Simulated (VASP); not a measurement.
# Zn5Ga3N3O5 (P1) in VASP: further runs, part 2 of 2

VASP 6.6.1. Earlier steps stand in the parts before.

**3. Single point, LDA**

Contents of INCAR:

```
SYSTEM = Zn5Ga3N3O5
PREC = Accurate
ENCUT = 700
EDIFF = 1E-6
ISMEAR = -1
SIGMA = 0.05
LREAL = Auto
LASPH = .True.
NELM = 120
ALGO = Normal
ISIF = 2
LWAVE = .False.
LCHARG = .True.
LELF = .True.
LVHAR = .True.
ISYM = -1
NBANDS = 86
GGA_COMPAT = .False.
```

Contents of KPOINTS:

```
explicit points
1
Reciprocal
  0.25000000   0.25000000   0.25000000 1
```

Contents of POSCAR:

```
Zn5Ga3N3O5
1.0
    6.4287110000      0.0000000000      0.0000000000
    0.0000000000      5.5674270000      0.0000000000
    0.0000000000      0.0000000000      5.2049820000
Ga Zn O N
3 5 5 3
Direct
    0.2628920000      0.1611890000      0.4592600000
    0.0082500000      0.6741600000      0.5167710000
    0.4723700000      0.3135360000      0.0017040000
    0.7463270000      0.1868780000      0.4918020000
    0.4571780000      0.6678520000      0.4816820000
    0.0051780000      0.3306840000      0.0300720000
    0.2212830000      0.8297140000      0.0271890000
    0.7531970000      0.8147230000      0.9937960000
    0.9835920000      0.3402650000      0.3909470000
    0.2652560000      0.8443870000      0.3736010000
    0.9884240000      0.6789170000      0.8640080000
    0.7553940000      0.1857900000      0.8640910000
    0.5086640000      0.6611080000      0.8532280000
    0.5191640000      0.3420930000      0.3726090000
    0.7490100000      0.8517170000      0.3860010000
    0.2444190000      0.1850050000      0.8607890000
```

Potentials or basis: VASP PAW LDA potentials, release 64 (Ga_d, Zn, O, N).

Command:

```
$ cat potpaw_LDA.64/Ga_d/POTCAR potpaw_LDA.64/Zn/POTCAR potpaw_LDA.64/O/POTCAR potpaw_LDA.64/N/POTCAR > POTCAR
$ mpirun -np 1 vasp_std > vasp.out
```

OUTCAR:

```text
SYSTEM = Zn5Ga3N3O5
   PREC = Accurate
   ENCUT = 700
   EDIFF = 1E-6
   ISMEAR = -1
   LREAL = Auto
   LASPH = .True.
   NELM = 120
   ISIF = 2
   ISYM = -1

 ion  position               nearest neighbor table
   1  0.263  0.161  0.459-  10 1.82  14 1.98   9 2.08  16 2.10   3 2.86   7 2.92   6 2.94
   2  0.008  0.674  0.517-  11 1.81   9 1.98  10 2.05  15 2.05   5 2.89
   3  0.472  0.314  0.002-  16 1.79  14 1.96  12 2.08  13 2.10   1 2.86
   4  0.746  0.187  0.492-  14 1.81   9 1.83  12 1.94  15 1.95   6 3.03
   5  0.457  0.668  0.482-  10 1.67  14 1.94  13 1.96  15 2.19   2 2.89   7 2.95
   6  0.005  0.331  0.030-   9 1.88  16 1.95  12 1.99  11 2.13   1 2.94   4 3.03
   7  0.221  0.830  0.027-  10 1.83  11 1.91  16 2.16  13 2.26   1 2.92   5 2.95   8 3.02
   8  0.753  0.815  0.994-  11 1.82  13 1.93  15 2.05  12 2.17   7 3.02
   9  0.984  0.340  0.391-   4 1.83   6 1.88   2 1.98   1 2.08
  10  0.265  0.844  0.374-   5 1.67   1 1.82   7 1.83   2 2.05
  11  0.988  0.679  0.864-   2 1.81   8 1.82   7 1.91   6 2.13
  12  0.755  0.186  0.864-   4 1.94   6 1.99   3 2.08   8 2.17
  13  0.509  0.661  0.853-   8 1.93   5 1.96   3 2.10   7 2.26
  14  0.519  0.342  0.373-   4 1.81   5 1.94   3 1.96   1 1.98
  15  0.749  0.852  0.386-   4 1.95   8 2.05   2 2.05   5 2.19
  16  0.244  0.185  0.861-   3 1.79   6 1.95   1 2.10   7 2.16

IMPORTANT INFORMATION: All symmetrisations will be switched off!
NOSYMM: (Re-)initialisation of all symmetry stuff for point group C_1.

----------------------------------------------------------------------------------------

                                     Primitive cell

  volume of cell :     186.2935

  direct lattice vectors                    reciprocal lattice vectors
     6.428711000  0.000000000  0.000000000     0.155552178  0.000000000  0.000000000
     0.000000000  5.567427000  0.000000000     0.000000000  0.179616185  0.000000000
     0.000000000  0.000000000  5.204982000     0.000000000  0.000000000  0.192123623

  length of vectors
     6.428711000  5.567427000  5.204982000     0.155552178  0.179616185  0.192123623

  position of ions in fractional coordinates (direct lattice)
     0.262892000  0.161189000  0.459260000
     0.008250000  0.674160000  0.516771000
[... 92 lines left out ...]
   LEPSILON=     F    determine dielectric tensor
   LRPA    =     F    only Hartree local field effects (RPA)
 non-spin polarized calculation
  energy-cutoff  :      700.00
  volume of cell :      186.29
 maximum number of plane-waves:      7839
 NGX is ok and might be reduce to    56
   NGX = 27   NGY = 25   NGZ = 23

 number of electron     144.0000016 magnetization

 Free energy of the ion-electron system (eV)
  ---------------------------------------------------
  ext. energy  EPLUGINS =         0.00000000
  ---------------------------------------------------
  free energy    TOTEN  =       -89.45356104 eV

  energy without entropy =      -89.45356103  energy(sigma->0) =      -89.45356103

 E-fermi :   4.0179     XC(G=0): -11.7700

 val. band max:        3.0373279482   @ k =   0.2500   0.2500   0.2500
 cond. band min:       4.9977211919   @ k =   0.2500   0.2500   0.2500
 fundamental gap:      1.9603932438
 Fermi energy:         4.0179044015

 k-point     1 :       0.2500    0.2500    0.2500
  band No.  band energies     occupation
      1     -18.0125      2.00000
      2     -16.3783      2.00000
      3     -16.1975      2.00000
      4     -14.0820      2.00000
      5     -13.8377      2.00000
      6     -12.0993      2.00000
[... 76 lines left out ...]
     83      10.1283      0.00000
     84      10.3917      0.00000
 [bands above 84 left out]

------------------------ aborting loop because EDIFF is reached ----------------------------------------

  FORCE on cell =-STRESS in cart. coord.  units (eV):
  Direction    XX          YY          ZZ          XY          YZ          ZX
  --------------------------------------------------------------------------------------
  -------------------------------------------------------------------------------------
  Total        2.2483258     -0.4098113      2.0577377     -3.0966110     -1.6173059      3.1099650
  in kB       19.3362458     -3.5244948     17.6971340    -26.6317419    -13.9092940     26.7465897
  external PRESSURE =      11.1696283 kB  Pullay stress =       0.0000000 kB

 VOLUME and BASIS-vectors are now :
 -----------------------------------------------------------------------------
  energy-cutoff  :      700.00
  volume of cell :      186.29
      direct lattice vectors                 reciprocal lattice vectors
     6.428711000  0.000000000  0.000000000     0.155552178  0.000000000  0.000000000
     0.000000000  5.567427000  0.000000000     0.000000000  0.179616185  0.000000000
     0.000000000  0.000000000  5.204982000     0.000000000  0.000000000  0.192123623

 POSITION                                       TOTAL-FORCE (eV/Angst)
 -----------------------------------------------------------------------------------
      1.69006      0.89741      2.39044         0.499194      2.889308      3.062278
      0.05304      3.75334      2.68978        -3.449568      0.729945     -1.653346
      3.03673      1.74559      0.00887         3.747945      1.626230     -0.262748
      4.79792      1.04043      2.55982        -0.578164     -2.368097      1.064133
      2.93907      3.71822      2.50715         6.480963     -2.914002      2.035729
      0.03329      1.84106      0.15652        -0.769775     -0.421989     -2.073591
[... 8 lines left out ...]
      4.81517      4.74187      2.00913         1.811032     -1.676963     -0.392157
      1.57130      1.03000      4.48039        -1.145286     -1.772364     -1.034137
 -----------------------------------------------------------------------------------
    total drift:                               -0.007236      0.002991      0.003972

  FREE ENERGIE OF THE ION-ELECTRON SYSTEM (eV)
  ---------------------------------------------------
  free  energy   TOTEN  =       -89.4535610402 eV

  energy  without entropy=      -89.4535610276  energy(sigma->0) =      -89.45356103
```

stdout:

```text
POSCAR found type information on POSCAR GaZnO N
 POSCAR found :  4 types and      16 ions
 scaLAPACK will be used
 LDA part: xc-table for (Slater(with rela. corr.)+CA(PZ))
 , standard interpolation
 POSCAR, INCAR and KPOINTS ok, starting setup
 FFT: planning ... GRIDC
 FFT: planning ... GRID_SOFT
 FFT: planning ... GRID
 WAVECAR not read
 entering main loop
```

Run time: 34 s. Hardware: 1 thread of AMD EPYC 9R45 (Zen 5), shared host; peak memory 0.25 GiB.

What came out:

| Quantity | Value |
| --- | --- |
| Free energy | -89.4536 eV |
| Pressure | 1.1 GPa |
| Largest force | 7.392 eV/Å |

Forces on the atoms (eV/Å):
```
Ga   0.499  2.889  3.062
Ga  -3.450  0.730 -1.653
Ga   3.748  1.626 -0.263
Zn  -0.578 -2.368  1.064
Zn   6.481 -2.914  2.036
Zn  -0.770 -0.422 -2.074
Zn   1.158  0.889 -3.219
Zn  -1.902  1.716  1.542
O    3.527  1.428  0.249
O   -4.681  1.643 -0.233
O    2.060 -1.251  0.150
O   -1.119  0.107  1.390
O   -1.719 -0.850  1.235
N   -3.921  0.226 -1.859
N    1.811 -1.677 -0.392
N   -1.145 -1.772 -1.034
```

Stress tensor (GPa, compression positive):
```
 1.93 -2.66  2.67
-2.66 -0.35 -1.39
 2.67 -1.39  1.77
```

Caveat: forces of over 1 eV/Å act on the atoms, so gaps and moduli don't describe the material at rest.

**4. Single point, PBEsol**

Contents of INCAR:

```
ALGO = Normal
EDIFF = 1E-6
ENCUT = 700
GGA = PS
GGA_COMPAT = F
ISIF = 2
ISMEAR = 1
ISYM = -1
LASPH = T
LCHARG = F
LREAL = Auto
LWAVE = F
NBANDS = 86
NELM = 120
PREC = Accurate
SIGMA = 0.05
```

KPOINTS is that of step 3.

POSCAR is that of step 3.

Potentials or basis: VASP PAW PBE potentials, release 64 (Ga_d, Zn, O, N).

Command:

```
$ cat potpaw_PBE.64/Ga_d/POTCAR potpaw_PBE.64/Zn/POTCAR potpaw_PBE.64/O/POTCAR potpaw_PBE.64/N/POTCAR > POTCAR
$ mpirun -np 1 vasp_std > vasp.out
```

Wall time 40 s (1 thread of AMD EPYC 9R45 (Zen 5), shared host); peak memory 0.32 GiB.

It converged, with:

```
Free energy   : -82.6507 eV
Pressure      : 6.1 GPa
Largest force : 7.493 eV/Å
```

Forces on the atoms (eV/Å):
```
Ga   0.497  2.920  3.031
Ga  -3.421  0.743 -1.679
Ga   3.724  1.605 -0.248
Zn  -0.621 -2.443  1.070
Zn   6.556 -3.001  2.037
Zn  -0.732 -0.401 -2.074
Zn   1.202  0.897 -3.298
Zn  -1.963  1.799  1.625
O    3.609  1.489  0.361
O   -4.784  1.786 -0.156
O    2.088 -1.336  0.021
O   -1.160  0.107  1.431
O   -1.759 -0.876  1.261
N   -3.928  0.245 -1.885
N    1.815 -1.738 -0.348
N   -1.123 -1.796 -1.147
```

Stress tensor (GPa, compression positive):
```
 7.02 -2.73  2.91
-2.73  4.25 -1.24
 2.91 -1.24  6.90
```

Levels at points of the mesh, in eV from the Fermi level:
| k point | band 70 | band 71 | band 72 | band 73 | band 74 | band 75 |
| --- | --- | --- | --- | --- | --- | --- |
| (0.25, 0.25, 0.25) | -0.71 | -0.36 | -0.04 | 1.93 | 3.30 | 3.78 |

Caveat: the cell stands under pressure; the PAW data sets were made with another functional, which shifts forces and pressure a little.

**5. Single point, PBEsol**

Contents of INCAR:

```
SYSTEM = Zn5Ga3N3O5
ALGO = Normal
EDIFF = 1E-6
ENCUT = 700
GGA = PS
GGA_COMPAT = .FALSE.
ISIF = 2
ISMEAR = -1
ISYM = -1
LASPH = .TRUE.
LCHARG = .FALSE.
LREAL = Auto
LWAVE = .FALSE.
NBANDS = 86
NELECT = 138.0
NELM = 120
PREC = Accurate
SIGMA = 0.05
```

KPOINTS is that of step 4.

POSCAR is that of step 4.

Command:

```
$ cat potpaw_PBE.64/Ga_d/POTCAR potpaw_PBE.64/Zn/POTCAR potpaw_PBE.64/O/POTCAR potpaw_PBE.64/N/POTCAR > POTCAR
$ mpirun -np 1 vasp_std > vasp.out
```

Wall time 46 s (1 thread of AMD EPYC 9R45 (Zen 5), shared host); peak memory 0.32 GiB.

The run converged. Its results:

```yaml
Free_energy: -95.5941 eV
Largest_force: 6.451 eV/Å
```

Forces in eV/Å, atoms in the order of the input:
```
Ga  -0.628  1.603  2.422
Ga  -1.167 -0.133 -0.919
Ga   3.310  1.602 -0.285
Zn   0.426 -1.346  1.701
Zn   5.500 -2.420  2.348
Zn  -0.814  0.004 -1.845
Zn   0.671  0.208 -2.873
Zn  -1.838  1.285  0.396
O    2.606  1.001  0.208
O   -4.568  1.454 -0.216
O    1.561 -1.014  0.561
O   -0.663 -0.407  0.752
O   -0.906 -0.242  0.479
N   -2.262  0.260 -1.089
N    0.096 -0.524 -0.301
N   -1.323 -1.330 -1.340
```

Levels at points of the mesh, in eV from the Fermi level:
```csv
k point,band 65,band 66,band 67,band 68,band 69,band 70,band 71,band 72,band 73,band 74
"(0.25, 0.25, 0.25)",-0.70,-0.59,-0.37,-0.20,-0.04,0.04,0.22,0.36,3.85,5.47
```

Caveat: the cell carries a net charge on a neutralising background, which shifts energy and pressure; the cell is charged against a uniform background, so pressure and absolute levels hang on convention; the PAW data sets were made with another functional, which shifts forces and pressure a little.
